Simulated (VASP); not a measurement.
# Li32H31 (a cell with a defect) in VASP: notebook

The runs below take Li32H31 (a cell with a defect) through single point, relaxation of the atoms, with PBEsol.

Program: VASP 6.6.1. These are calculated values, not measurements. Logs are shortened: lines on timing, memory, paths and dates and some standing lists are left out, and cuts for length are marked.

### Step 1. The cell of the first run

The cell holds a defect, 63 atoms: a = 7.960 Å, b = 7.960 Å, c = 7.960 Å, α = 90.00°, β = 90.00°, γ = 90.00°.

### Step 2. Single point, PBEsol

Input file INCAR:

```
SYSTEM = Li32H31
ALGO = Normal
EDIFF = 1E-6
ENCUT = 650
GGA = PS
GGA_COMPAT = .False.
ISIF = 2
ISMEAR = -1
ISYM = -1
LASPH = .True.
LCHARG = .False.
LREAL = Auto
LWAVE = .False.
NBANDS = 100
NELECT = 126.0
NELM = 120
PREC = Accurate
SIGMA = 0.05
```

Input file KPOINTS:

```
explicit points
1
Reciprocal
  0.25000000   0.25000000   0.25000000 1
```

Input file POSCAR:

```
Li32H31
1.0
    7.9599380000      0.0000000000      0.0000000000
    0.0000000000      7.9599380000      0.0000000000
    0.0000000000      0.0000000000      7.9599380000
H Li
31 32
Direct
    0.2504870000      0.0001930000      0.0000990000
    0.2503070000      0.0005210000      0.4994320000
    0.2506380000      0.5002350000      0.0000070000
    0.7502940000      0.0002070000      0.9999940000
    0.7503890000      0.0005760000      0.4995560000
    0.7503940000      0.5002060000      0.0000520000
    0.7504560000      0.5005940000      0.5000090000
    0.0018190000      0.2514880000      0.9997060000
    0.0046570000      0.2545340000      0.5004640000
    0.0016590000      0.7491590000      0.9997210000
    0.0052010000      0.7455250000      0.4997890000
    0.4990220000      0.2512800000      0.9997130000
    0.4953330000      0.2553700000      0.5001520000
    0.4991850000      0.7487980000      0.9998080000
    0.4963590000      0.7458990000      0.4994600000
    0.0016630000      0.0001260000      0.2511940000
    0.0016380000      0.0004200000      0.7486460000
    0.0049390000      0.5006880000      0.2540990000
    0.0052180000      0.5002120000      0.7450190000
    0.4992590000      0.0004410000      0.2509610000
    0.4989580000      0.0004970000      0.7484190000
    0.4954920000      0.5000440000      0.2551300000
    0.4958770000      0.4997770000      0.7455750000
    0.2505630000      0.2547140000      0.2543120000
    0.2501700000      0.2550260000      0.7452260000
    0.2500880000      0.7454770000      0.2547910000
    0.2502380000      0.7461510000      0.7455100000
    0.7504630000      0.2517110000      0.2511470000
    0.7504560000      0.2514580000      0.7489130000
    0.7506720000      0.7489940000      0.2509330000
    0.7505470000      0.7489390000      0.7485500000
    0.9989050000      0.0002300000      0.9998260000
    0.9963000000      0.0002060000      0.4999290000
    0.9960890000      0.5002660000      0.9998760000
    0.9773330000      0.5001960000      0.4998170000
    0.5017900000      0.0003460000      0.9997220000
    0.5045450000      0.0004050000      0.5000070000
    0.5046550000      0.5003000000      0.9999950000
    0.5232630000      0.5000430000      0.4999490000
    0.2503660000      0.2458030000      0.0002090000
    0.2503440000      0.2275700000      0.4999510000
    0.2502200000      0.7547750000      0.9999520000
    0.2499320000      0.7733250000      0.4996750000
    0.7502040000      0.2488630000      0.0000040000
    0.7504930000      0.2456590000      0.4998020000
    0.7505450000      0.7516150000      0.9999410000
    0.7505820000      0.7547370000      0.4997350000
    0.2501620000      0.0001600000      0.2455900000
    0.2502900000      0.0004670000      0.7544650000
    0.2504610000      0.5004050000      0.2271730000
    0.2499260000      0.4997780000      0.7729540000
    0.7503940000      0.0000230000      0.2484380000
    0.7504960000      0.0003030000      0.7511880000
    0.7504830000      0.5003430000      0.2456260000
    0.7502250000      0.5002220000      0.7542160000
    0.0008030000      0.2507450000      0.2504560000
    0.0010300000      0.2510110000      0.7490240000
    0.0011560000      0.7492020000      0.2505680000
    0.0013110000      0.7491740000      0.7489870000
    0.4995050000      0.2507470000      0.2507590000
    0.4994550000      0.2511090000      0.7491140000
    0.4996730000      0.7496580000      0.2507370000
    0.4996310000      0.7495900000      0.7492470000
```

Potentials or basis: VASP PAW PBE potentials, release 64 (H, Li_sv).

The run is started by

```console
> cat potpaw_PBE.64/H/POTCAR potpaw_PBE.64/Li_sv/POTCAR > POTCAR
> mpirun -np 1 vasp_std > vasp.out
```

OUTCAR:

```text
SYSTEM = Li32H31
   EDIFF = 1E-6
   ENCUT = 650
   GGA = PS
   ISIF = 2
   ISMEAR = -1
   ISYM = -1
   LASPH = .True.
   LREAL = Auto
   NELECT = 126.0
   NELM = 120
   PREC = Accurate

 ion  position               nearest neighbor table
   1  0.250  0.000  0.000-
   2  0.250  0.001  0.499-
   3  0.251  0.500  0.000-
   4  0.750  0.000  1.000-
   5  0.750  0.001  0.500-
   6  0.750  0.500  0.000-
[... 55 lines left out ...]
  62  0.500  0.750  0.251-
  63  0.500  0.750  0.749-

IMPORTANT INFORMATION: All symmetrisations will be switched off!
NOSYMM: (Re-)initialisation of all symmetry stuff for point group C_1.

----------------------------------------------------------------------------------------

                                     Primitive cell

  volume of cell :     504.3466

  direct lattice vectors                    reciprocal lattice vectors
     7.959938000  0.000000000  0.000000000     0.125629119  0.000000000  0.000000000
     0.000000000  7.959938000  0.000000000     0.000000000  0.125629119  0.000000000
     0.000000000  0.000000000  7.959938000     0.000000000  0.000000000  0.125629119

  length of vectors
     7.959938000  7.959938000  7.959938000     0.125629119  0.125629119  0.125629119

  position of ions in fractional coordinates (direct lattice)
     0.250487000  0.000193000  0.000099000
     0.250307000  0.000521000  0.499432000
     0.250638000  0.500235000  0.000007000
     0.750294000  0.000207000  0.999994000
     0.750389000  0.000576000  0.499556000
     0.750394000  0.500206000  0.000052000
[... 55 lines left out ...]
     0.499673000  0.749658000  0.250737000
     0.499631000  0.749590000  0.749247000

  ion indices of the primitive-cell ions
   primitive index   ion index
                 1           1
                 2           2
                 3           3
                 4           4
                 5           5
                 6           6
[... 55 lines left out ...]
                62          62
                63          63

----------------------------------------------------------------------------------------

 KPOINTS: explicit points

Read explicit list of k-points.

 Found      1 k-points:

 Following reciprocal coordinates:
            Coordinates               Weight
  0.250000  0.250000  0.250000      1.000000
   k-points           NKPTS =      1   k-points in BZ     NKDIM =      1   number of bands    NBANDS=    100
   number of dos      NEDOS =    301   number of ions     NIONS =     63
   total plane-waves  NPLWV = 343000
   dimension x,y,z NGX =    70 NGY =   70 NGZ =   70
   dimension x,y,z NGXF=   140 NGYF=  140 NGZF=  140
   ions per type =              31  32
   NGX,Y,Z   is equivalent  to a cutoff of  14.62, 14.62, 14.62 a.u.
   NGXF,Y,Z  is equivalent  to a cutoff of  29.24, 29.24, 29.24 a.u.
 SYSTEM =  Li32H31
   PREC   = accura    normal or accurate (medium, high low for compatibility)
   ISTART =      0    job   : 0-new  1-cont  2-samecut
   ICHARG =      2    charge: 1-file 2-atom 10-const
   ISPIN  =      1    spin polarized calculation?
   LNONCOLLINEAR =      F non collinear calculations
   LSORBIT =      F    spin-orbit coupling
   LASPH  =      T    aspherical Exc in radial PAW
   ENCUT  =  650.0 eV  47.77 Ry    6.91 a.u.  16.55 16.55 16.55*2*pi/ulx,y,z
   NELM   =    120;   NELMIN=  2; NELMDL= -5     # of ELM steps
   EDIFF  = 0.1E-05   stopping-criterion for ELM
   LREAL  =      T    real-space projection
   EDIFFG = 0.1E-04   stopping-criterion for IOM
   NSW    =      0    number of steps for IOM
   IBRION =     -1    ionic relax: 0-MD 1-quasi-New 2-CG
   NFREE  =      0    steps in history (QN), initial steepest desc. (CG)
   ISIF   =      2    stress and relaxation
   ISYM   =     -1    0-nonsym 1-usesym 2-fastsym
   POTIM  = 0.5000    time-step for ionic-motion
   TEBEG  =    0.0;   TEEND  =   0.0 temperature during run
   PSTRESS=    0.0 pullay stress
   NELECT =     126.0000    total number of electrons
   NUPDOWN=      -1.0000    fix difference up-down
   EMIN   =  10.00;   EMAX   =-10.00  energy-range for DOS
   EFERMI =   0.00;   METHOD = LEGACY
   ISMEAR =    -1;   SIGMA  =   0.05  broadening in eV -4-tet -1-fermi 0-gaus
   EFERMI_NEDOS =   21; number of points for ismear=-14 and -15
   IALGO  =     38    algorithm
   IMIX   =      4    mixing-type and parameters
     AMIX     =   0.40;   BMIX     =  1.00
     AMIX_MAG =   1.60;   BMIX_MAG =  1.00
  volume/ion in A,a.u.               =       8.01        54.02
  Fermi-wavevector in a.u.,A,eV,Ry     =   1.031071  1.948442 14.464460  1.063108
  Thomas-Fermi vector in A             =   2.165201
   LORBIT       =      0    0 simple, 1 ext, 2 COOP (PROOUT), +10 PAW based schemes
   GGA     = PS    functional components
   LHFCALC =     F    Hartree Fock is set to
   AEXX    =    0.0000 exact exchange contribution
   IVDW    =     0    specifies the selected vdW correction
   LEPSILON=     F    determine dielectric tensor
   LRPA    =     F    only Hartree local field effects (RPA)
 non-spin polarized calculation
  energy-cutoff  :      650.00
  volume of cell :      504.35
 maximum number of plane-waves:     19000
 NGX is ok and might be reduce to    70
   NGX = 33   NGY = 33   NGZ = 33

 number of electron     126.0000036 magnetization

 Free energy of the ion-electron system (eV)
  ---------------------------------------------------
  ext. energy  EPLUGINS =         0.00000000
  ---------------------------------------------------
  free energy    TOTEN  =      -193.58511854 eV

  energy without entropy =     -193.58511854  energy(sigma->0) =     -193.58511854

 E-fermi :   0.8077     XC(G=0):  -8.5811

 val. band max:       -0.4533997971   @ k =   0.2500   0.2500   0.2500
 cond. band min:       2.5674160025   @ k =   0.2500   0.2500   0.2500
 fundamental gap:      3.0208157996
 Fermi energy:         0.8077385631

 k-point     1 :       0.2500    0.2500    0.2500
  band No.  band energies     occupation
      1     -43.6024      2.00000
      2     -43.5960      2.00000
      3     -43.5948      2.00000
      4     -43.5937      2.00000
      5     -43.5904      2.00000
      6     -43.5870      2.00000
[... 67 lines left out ...]
     74       5.2319      0.00000
     75       5.2329      0.00000
 [bands above 75 left out]

------------------------ aborting loop because EDIFF is reached ----------------------------------------

  FORCE on cell =-STRESS in cart. coord.  units (eV):
  Direction    XX          YY          ZZ          XY          YZ          ZX
  --------------------------------------------------------------------------------------
  -------------------------------------------------------------------------------------
  Total       -4.0680373     -4.0670891     -4.0710044     -0.3152479     -0.3262103     -0.3234720
  in kB      -12.9230924    -12.9200803    -12.9325183     -1.0014602     -1.0362850     -1.0275862
  external PRESSURE =     -12.9252303 kB  Pullay stress =       0.0000000 kB

 VOLUME and BASIS-vectors are now :
 -----------------------------------------------------------------------------
  energy-cutoff  :      650.00
  volume of cell :      504.35
      direct lattice vectors                 reciprocal lattice vectors
     7.959938000  0.000000000  0.000000000     0.125629119  0.000000000  0.000000000
     0.000000000  7.959938000  0.000000000     0.000000000  0.125629119  0.000000000
     0.000000000  0.000000000  7.959938000     0.000000000  0.000000000  0.125629119

 POSITION                                       TOTAL-FORCE (eV/Angst)
 -----------------------------------------------------------------------------------
      1.99386      0.00154      0.00079        -0.003174      0.001542     -0.003678
      1.99243      0.00415      3.97545        -0.000022     -0.004720      0.007855
      1.99506      3.98184      0.00006        -0.005917      0.000950      0.001075
      5.97229      0.00165      7.95989         0.002290      0.000813     -0.003457
      5.97305      0.00458      3.97643         0.000744     -0.006791      0.006169
      5.97309      3.98161      0.00041         0.000529      0.001208     -0.002525
[... 55 lines left out ...]
      3.97737      5.96723      1.99585         0.012410      0.008569     -0.012200
      3.97703      5.96669      5.96396         0.014862      0.013163      0.012789
 -----------------------------------------------------------------------------------
    total drift:                                0.002498     -0.006051      0.002728

  FREE ENERGIE OF THE ION-ELECTRON SYSTEM (eV)
  ---------------------------------------------------
  free  energy   TOTEN  =      -193.5851185422 eV

  energy  without entropy=     -193.5851185421  energy(sigma->0) =     -193.58511854
```

It took 2.8 min on 1 thread of Intel Xeon Platinum 8259CL at 2.50GHz (Skylake/Cascade Lake), shared host; peak memory 0.66 GiB.

Results:

```
Free energy   : -193.5851 eV
Largest force : 0.028 eV/Å
```

Forces in eV/Å, atoms in the order of the input:
```
H   -0.003  0.002 -0.004
H    0.000 -0.005  0.008
H   -0.006  0.001  0.001
H    0.002  0.001 -0.003
H    0.001 -0.007  0.006
H    0.001  0.001 -0.003
H   -0.003 -0.007 -0.002
H   -0.003  0.003  0.004
H    0.003  0.006 -0.006
H   -0.003 -0.001  0.002
H    0.005 -0.008  0.001
H    0.005  0.001  0.005
H   -0.002 -0.002 -0.005
H   -0.003  0.003  0.004
H   -0.012  0.000  0.000
H    0.000  0.001  0.000
H   -0.003 -0.005  0.002
H   -0.001 -0.002  0.007
H    0.005  0.001 -0.006
H    0.000 -0.004  0.001
H    0.001 -0.003  0.001
H   -0.004  0.006 -0.002
H   -0.003  0.002 -0.003
H    0.002  0.001  0.003
H    0.002  0.005 -0.007
H    0.007 -0.005  0.003
H   -0.007 -0.009 -0.004
H   -0.003 -0.002  0.003
H   -0.003 -0.002 -0.003
H   -0.004  0.004  0.000
H   -0.001  0.001 -0.001
Li  -0.006  0.000 -0.002
Li   0.001  0.002 -0.002
Li   0.006 -0.004  0.002
Li   0.023  0.004  0.005
Li   0.007  0.000  0.004
Li  -0.010 -0.002 -0.003
Li  -0.013  0.000 -0.001
Li  -0.017  0.004 -0.004
Li   0.001  0.019 -0.003
Li   0.003  0.015  0.003
Li   0.008 -0.022 -0.002
Li   0.010 -0.023  0.003
Li  -0.001  0.005 -0.005
Li  -0.001  0.023  0.002
Li  -0.005 -0.003 -0.003
Li  -0.003 -0.019  0.005
Li   0.005  0.004  0.016
Li   0.003 -0.002 -0.021
Li   0.005  0.000  0.016
Li   0.008  0.007 -0.022
Li  -0.003  0.003  0.003
Li  -0.003  0.001 -0.002
Li  -0.004 -0.003  0.015
Li   0.003  0.001 -0.015
Li  -0.007 -0.012 -0.012
Li  -0.010 -0.015  0.016
Li  -0.013  0.017 -0.012
Li  -0.010  0.021  0.015
Li   0.010 -0.007 -0.015
Li   0.013 -0.012  0.017
Li   0.012  0.009 -0.012
Li   0.015  0.013  0.013
```

Levels at points of the mesh, in eV from the Fermi level:
```tsv
k point	band 60	band 61	band 62	band 63	band 64	band 65	band 66	band 67
(0.25, 0.25, 0.25)	-1.33	-1.31	-1.26	-1.26	1.76	3.45	3.45	3.66
```

Caveat: the cell carries a net charge on a neutralising background, which shifts energy and pressure; the cell is charged against a uniform background, so pressure and absolute levels hang on convention; the PAW data sets were made with another functional, which shifts forces and pressure a little.

[end of part 1 of 2]
